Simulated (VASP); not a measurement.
The system is Sr2Br.

```
Sr Br
1.0
     5.71736    0.00000    0.00000
    -2.85868    4.95138    0.00000
     0.00000    0.00000    4.07802
Sr Br
2 1
Direct
  0.33333 0.66667 0.00000
  0.66667 0.33333 0.00000
  0.00000 0.00000 0.00000
```

| Quantity | Value |
| --- | --- |
| Program | VASP 6.6.1 |
| Task | relaxation of cell and atoms |
| Functional | PBE |
| Potentials or basis | VASP PAW PBE potentials, release 64 (Sr_sv, Br) |
| Cutoff | 600 eV |
| k mesh | 6 × 6 × 4 |
| Occupations | gaussian, width 0.1 eV |
| Spin | no spin polarisation |

At the start: pressure 3.4 GPa; volume 38.48 Å³/atom.

Q: Where does the relaxation end?

A: Over 7 steps the energy falls by 156.4 meV/atom and the volume is 49.08 Å³/atom (+27.5 %); space group P6/mmm (No. 191, to 0.05 Å).

Step by step:
```
step  energy change (eV)  largest force (eV/Å)  pressure (GPa)  volume (Å³)
   1              0.0000                0.0000            3.37       115.44
   2             -0.3846                0.0000            1.38       129.22
   3             -0.4473                0.0000            0.66       137.12
   4             -0.4502                0.0000            0.54       139.08
   5             -0.4502                0.0000            0.50       139.63
   6             -0.4653                0.0000            0.23       143.63
   7             -0.4692                0.0000           -0.01       147.24
```

Final structure:
```
CELL_PARAMETERS angstrom
6.44899 0.00000 0.00000
-3.22449 5.58499 0.00000
0.00000 0.00000 4.08810
ATOMIC_POSITIONS crystal
Sr 0.33333 0.66667 0.00000
Sr 0.66667 0.33333 0.00000
Br 0.00000 0.00000 0.00000
```

Caveat: the k points lie up to 0.38 Å⁻¹ apart in the final cell; the volume moved by over 15 % at a fixed basis, so the end points are rough; an odd number of electrons without spin polarisation forces a metal; a magnetic or distorted state may lie lower.
